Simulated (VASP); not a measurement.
Write the native input for VASP 6.6.1 that does the following.

```yaml
Task: single point
Functional: LDA
Potentials_or_basis: VASP PAW LDA potentials, release 64 (Mg_sv, O)
Cutoff: 750 eV
k_mesh: 12 × 12 × 6
Occupations: gaussian, width 0.01 eV
Spin: no spin polarisation
Dipole_correction: no
Mended: yes
Further_INCAR_settings: ALGO = Normal; EDIFF = 1e-06; NBANDS = 24
```

The structure of MgO lies in POSCAR:

```
MgO
1.0
    3.4840780556      0.0000000000      0.0000000000
   -1.7420390278      3.0173001049      0.0000000000
    0.0000000000      0.0000000000      4.1853174871
Mg O
2 2
Direct
    0.6666666667      0.3333333333      0.7500000000
    0.3333333333      0.6666666667      0.2500000000
    0.6666666667      0.3333333333      0.2500000000
    0.3333333333      0.6666666667      0.7500000000
```

One way to write it, as run:

INCAR

```
SYSTEM = MgO
PREC = Accurate ; ENCUT = 750
EDIFF = 1E-6 ; ISMEAR = 0
SIGMA = 0.01 ; LREAL = .False.
LASPH = .True. ; NELM = 120
ALGO = Normal ; ISIF = 2
LWAVE = .False. ; LCHARG = .False.
GGA = CA ; NBANDS = 24
GGA_COMPAT = .False.
```

KPOINTS

```
Automatic mesh
0
Gamma
  12 12 6
  0 0 0
```

Potentials or basis: VASP PAW LDA potentials, release 64 (Mg_sv, O).

Run with:

```console
$ cat potpaw_LDA.64/Mg_sv/POTCAR potpaw_LDA.64/O/POTCAR > POTCAR
$ mpirun -np 1 vasp_std > vasp.out
```

It gave:

```json
{
  "Pressure": "-4.1 GPa",
  "Band gap on the k mesh": "3.34 eV"
}
```

Caveat: the cell stands under tension.

It took 74 s on 1 thread of Intel(R) Xeon(R) Platinum 8259CL CPU @ 2.50GHz (Skylake/Cascade Lake), on a shared host, peak memory 0.23 GiB.
